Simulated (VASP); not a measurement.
# H (I4/mmm) in VASP: further runs, part 2 of 2

VASP 6.6.1.

## (4) Single point, LDA

This run uses another cell than the first one, of 7.68 Å³/atom, 0.969 times its volume.

INCAR

```
PREC = Accurate
ENCUT = 520
EDIFF = 1E-6
ISMEAR = 0
SIGMA = 0.01
LREAL = F
LASPH = T
NELM = 80
ALGO = Normal
ISIF = 2
LWAVE = F
LCHARG = F
GGA = CA
NBANDS = 8
```

KPOINTS

```
Automatic mesh
0
Gamma
  12 12 12
```

POSCAR

```
H
1.0
   -1.4101864863      1.4101864863      1.9306382503
    1.4101864863     -1.4101864863      1.9306382503
    1.4101864863      1.4101864863     -1.9306382503
H
2
Direct
    0.9001528111      0.9001528111      0.0000000000
    0.0998471889      0.0998471889      0.0000000000
```

Potentials or basis: VASP PAW LDA potentials, release 64 (H).

On the command line:

```bash
$ cat potpaw_LDA.64/H/POTCAR > POTCAR
$ mpirun -np 1 vasp_std > vasp.out
```

OUTCAR:

```text
PREC = Accurate
   ENCUT = 520
   EDIFF = 1E-6
   ISMEAR = 0
   LREAL = F
   LASPH = T
   NELM = 80
   ISIF = 2
   GGA = CA

 ion  position               nearest neighbor table
   1  0.900  0.900  0.000-   2 0.77
   2  0.100  0.100  0.000-   1 0.77

  LATTYP: Found a body centered tetragonal cell.
 ALAT       =     2.8203729726
 C/A-ratio  =     1.3690659137

  Lattice vectors:

 A1 = (  -1.4101864863,   1.4101864863,   1.9306382503)
 A2 = (   1.4101864863,  -1.4101864863,   1.9306382503)
 A3 = (   1.4101864863,   1.4101864863,  -1.9306382503)

Analysis of symmetry for initial positions (statically):
=====================================================================
 Subroutine PRICEL returns:
 Original cell was already a primitive cell.

 Routine SETGRP: Setting up the symmetry group for a
 body centered tetragonal supercell.

 Subroutine GETGRP returns: Found 16 space group operations
 (whereof 16 operations were pure point group operations)
 out of a pool of 16 trial point group operations.

The static configuration has the point symmetry D_4h.

Analysis of symmetry for dynamics (positions and initial velocities):
=====================================================================
 Subroutine PRICEL returns:
 Original cell was already a primitive cell.

 Routine SETGRP: Setting up the symmetry group for a
 body centered tetragonal supercell.

 Subroutine GETGRP returns: Found 16 space group operations
 (whereof 16 operations were pure point group operations)
 out of a pool of 16 trial point group operations.

The dynamic configuration has the point symmetry D_4h.

 Subroutine INISYM returns: Found 16 space group operations
 (whereof 16 operations are pure point group operations),
 and found     1 'primitive' translations

----------------------------------------------------------------------------------------

                                     Primitive cell

  volume of cell :      15.3573

  direct lattice vectors                    reciprocal lattice vectors
    -1.410186486  1.410186486  1.930638250     0.000000000  0.354563035  0.258981712
     1.410186486 -1.410186486  1.930638250     0.354563035  0.000000000  0.258981712
     1.410186486  1.410186486 -1.930638250     0.354563035  0.354563035  0.000000000

  length of vectors
     2.775718989  2.775718989  2.775718989     0.439074564  0.439074564  0.501427852

  position of ions in fractional coordinates (direct lattice)
     0.900152811  0.900152811  0.000000000
     0.099847189  0.099847189  0.000000000

  ion indices of the primitive-cell ions
   primitive index   ion index
                 1           1
                 2           2

----------------------------------------------------------------------------------------

 KPOINTS: Automatic mesh

Automatic generation of k-mesh.
 Grid dimensions read from file:
 generate k-points for:   12   12   12

 Generating k-lattice:

  Cartesian coordinates                     Fractional coordinates (reciprocal lattice)
     0.000000000  0.029546920  0.021581809     0.083333333 -0.000000000  0.000000000
     0.029546920  0.000000000  0.021581809    -0.000000000  0.083333333  0.000000000
     0.029546920  0.029546920  0.000000000     0.000000000  0.000000000  0.083333333

  Length of vectors
     0.036589547  0.036589547  0.041785654

  Shift w.r.t. Gamma in fractional coordinates (k-lattice)
     0.000000000  0.000000000  0.000000000

 Subroutine IBZKPT returns following result:
 ===========================================

 Found    163 irreducible k-points:

 Following reciprocal coordinates:
            Coordinates               Weight
  0.000000  0.000000  0.000000      1.000000
  0.083333  0.000000 -0.000000      8.000000
  0.166667  0.000000  0.000000      8.000000
  0.250000  0.000000  0.000000      8.000000
  0.333333  0.000000  0.000000      8.000000
  0.416667  0.000000  0.000000      8.000000
[... 16 lines left out ...]
  0.500000  0.166667  0.000000     16.000000
 -0.416667  0.166667  0.000000     16.000000
 [... further k-points ...]
   k-points           NKPTS =    163   k-points in BZ     NKDIM =    163   number of bands    NBANDS=      8
   number of dos      NEDOS =    301   number of ions     NIONS =      2
   total plane-waves  NPLWV =  13824
   dimension x,y,z NGX =    24 NGY =   24 NGZ =   24
   dimension x,y,z NGXF=    48 NGYF=   48 NGZF=   48
   ions per type =               2
   NGX,Y,Z   is equivalent  to a cutoff of  14.37, 14.37, 14.37 a.u.
   NGXF,Y,Z  is equivalent  to a cutoff of  28.75, 28.75, 28.75 a.u.
 SYSTEM =  unknown system
   PREC   = accura    normal or accurate (medium, high low for compatibility)
   ISTART =      0    job   : 0-new  1-cont  2-samecut
   ICHARG =      2    charge: 1-file 2-atom 10-const
   ISPIN  =      1    spin polarized calculation?
   LNONCOLLINEAR =      F non collinear calculations
   LSORBIT =      F    spin-orbit coupling
   LASPH  =      T    aspherical Exc in radial PAW
   ENCUT  =  520.0 eV  38.22 Ry    6.18 a.u.   5.16  5.16  5.16*2*pi/ulx,y,z
   NELM   =     80;   NELMIN=  2; NELMDL= -5     # of ELM steps
   EDIFF  = 0.1E-05   stopping-criterion for ELM
   LREAL  =      F    real-space projection
   EDIFFG = 0.1E-04   stopping-criterion for IOM
   NSW    =      0    number of steps for IOM
   IBRION =     -1    ionic relax: 0-MD 1-quasi-New 2-CG
   NFREE  =      0    steps in history (QN), initial steepest desc. (CG)
   ISIF   =      2    stress and relaxation
   ISYM   =      2    0-nonsym 1-usesym 2-fastsym
   POTIM  = 0.5000    time-step for ionic-motion
   TEBEG  =    0.0;   TEEND  =   0.0 temperature during run
   PSTRESS=    0.0 pullay stress
   NELECT =       2.0000    total number of electrons
   NUPDOWN=      -1.0000    fix difference up-down
   EMIN   =  10.00;   EMAX   =-10.00  energy-range for DOS
   EFERMI =   0.00;   METHOD = LEGACY
   ISMEAR =     0;   SIGMA  =   0.01  broadening in eV -4-tet -1-fermi 0-gaus
   EFERMI_NEDOS =   21; number of points for ismear=-14 and -15
   IALGO  =     38    algorithm
   IMIX   =      4    mixing-type and parameters
     AMIX     =   0.40;   BMIX     =  1.00
     AMIX_MAG =   1.60;   BMIX_MAG =  1.00
  volume/ion in A,a.u.               =       7.68        51.82
  Fermi-wavevector in a.u.,A,eV,Ry     =   0.829813  1.568119  9.368827  0.688589
  Thomas-Fermi vector in A             =   1.942424
   LORBIT       =      0    0 simple, 1 ext, 2 COOP (PROOUT), +10 PAW based schemes
   GGA     = CA    functional components
   LHFCALC =     F    Hartree Fock is set to
   AEXX    =    0.0000 exact exchange contribution
   IVDW    =     0    specifies the selected vdW correction
   LEPSILON=     F    determine dielectric tensor
   LRPA    =     F    only Hartree local field effects (RPA)
 non-spin polarized calculation
 Gauss-broadening in eV      SIGMA  =   0.01
  energy-cutoff  :      520.00
  volume of cell :       15.36
 maximum number of plane-waves:       428
 NGX is ok and might be reduce to    24
   NGX = 11   NGY = 11   NGZ = 11

 number of electron       2.0000000 magnetization

 Free energy of the ion-electron system (eV)
  ---------------------------------------------------
  ext. energy  EPLUGINS =         0.00000000
  ---------------------------------------------------
  free energy    TOTEN  =        -6.81046964 eV

  energy without entropy =       -6.81046964  energy(sigma->0) =       -6.81046964

 E-fermi :  -6.3683     XC(G=0):  -7.2836

 val. band max:       -6.4387513055   @ k =   0.5000   0.5000   0.5000
 cond. band min:       0.7315115684   @ k =   0.5000   0.0000   0.0000
 fundamental gap:      7.1702628739
 Fermi energy:        -6.3683234454

 k-point     1 :       0.0000    0.0000    0.0000
  band No.  band energies     occupation
      1     -11.2613      2.00000
      2      10.1130      0.00000
      3      12.6301      0.00000
      4      20.9532      0.00000
      5      20.9532      0.00000
      6      22.5056      0.00000
      7      22.5056      0.00000
      8      24.2132      0.00000
[... 243 lines left out ...]
 k-point    24 :      -0.4167    0.1667    0.0000
  band No.  band energies     occupation
      1      -8.4937      2.00000
      2       3.0823      0.00000
      3       9.7488      0.00000
      4      13.2317      0.00000
      5      16.0635      0.00000
      6      22.7395      0.00000
      7      23.7551      0.00000
      8      25.8551      0.00000

 [... further k-points ...]
[... 5 lines left out ...]
  --------------------------------------------------------------------------------------
  -------------------------------------------------------------------------------------
  Total       -0.0281150     -0.0281150     -0.0200385      0.0000000      0.0000000      0.0000000
  in kB       -2.9331504     -2.9331504     -2.0905558      0.0000000      0.0000000      0.0000000
  external PRESSURE =      -2.6522855 kB  Pullay stress =       0.0000000 kB

 VOLUME and BASIS-vectors are now :
 -----------------------------------------------------------------------------
  energy-cutoff  :      520.00
  volume of cell :       15.36
      direct lattice vectors                 reciprocal lattice vectors
    -1.410186486  1.410186486  1.930638250     0.000000000  0.354563035  0.258981712
     1.410186486 -1.410186486  1.930638250     0.354563035  0.000000000  0.258981712
     1.410186486  1.410186486 -1.930638250     0.354563035  0.354563035  0.000000000

 POSITION                                       TOTAL-FORCE (eV/Angst)
 -----------------------------------------------------------------------------------
      0.00000      0.00000      3.47574         0.000000      0.000000     -0.015559
      0.00000      0.00000      0.38554        -0.000000     -0.000000      0.015559
 -----------------------------------------------------------------------------------
    total drift:                               -0.000000      0.000000      0.000000

  FREE ENERGIE OF THE ION-ELECTRON SYSTEM (eV)
  ---------------------------------------------------
  free  energy   TOTEN  =        -6.8104696400 eV

  energy  without entropy=       -6.8104696400  energy(sigma->0) =       -6.81046964
```

stdout:

```text
POSCAR found type information on POSCAR H
 POSCAR found :  1 types and       2 ions
 scaLAPACK will be used
 LDA part: xc-table for (Slater(with rela. corr.)+CA(PZ))
 , standard interpolation
 POSCAR, INCAR and KPOINTS ok, starting setup
 FFT: planning ... GRIDC
 FFT: planning ... GRID_SOFT
 FFT: planning ... GRID
 WAVECAR not read
 entering main loop
```

Wall time 4.8 s (1 thread of Intel Xeon 6975P-C (Granite Rapids), shared host); peak memory 0.12 GiB.

Results:

```yaml
Free_energy: -6.8105 eV
Pressure: -0.3 GPa
Largest_force: 0.016 eV/Å
Band_gap_on_the_k_mesh: 7.17 eV, indirect (least direct gap 7.70 eV)
```

Forces on the atoms (eV/Å):
```
H    0.000  0.000 -0.016
H    0.000  0.000  0.016
```
